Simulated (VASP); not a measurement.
Runs of VASP 6.6.1 on Na. The structure is that of space group P6_3/mmc (No. 194), or close to it. The cells are those of the table. 

| cell | k mesh | gap on the mesh (eV) | pressure (GPa) |
| --- | --- | --- | --- |
| a = 3.825, b = 3.825, c = 12.437 Å, angles 90.0, 90.0, 120.0°, 4 atoms | 13 × 13 × 4 | none | 0.0 |
| a = 3.825, b = 3.825, c = 12.437 Å, angles 90.0, 90.0, 120.0°, 4 atoms | 10 × 10 × 3 | none | 0.0 |
| a = 3.666, b = 3.666, c = 11.918 Å, angles 90.0, 90.0, 120.0°, 4 atoms | 11 × 11 × 3 | none | (a) |
| a = 3.825, b = 3.825, c = 12.437 Å, angles 90.0, 90.0, 120.0°, 4 atoms | 11 × 11 × 3 | none | 0.0 |
| a = 3.774, b = 3.774, c = 12.269 Å, angles 90.0, 90.0, 120.0°, 4 atoms | 11 × 11 × 3 | none | 0.3 |

Alike in all rows: task single point; level revPBE; potentials or basis VASP PAW PBE potentials, release 64 (Na_pv); no spin polarisation; cutoff (eV) 520; smearing fermi-dirac 0.1 eV.

Problem. Estimate the missing entries.

Solution. (a) 1.2.

Caveats: the PAW data sets were made with another functional, which shifts forces and pressure a little.

A gap of «none» marks levels without a gap at the run's occupations.
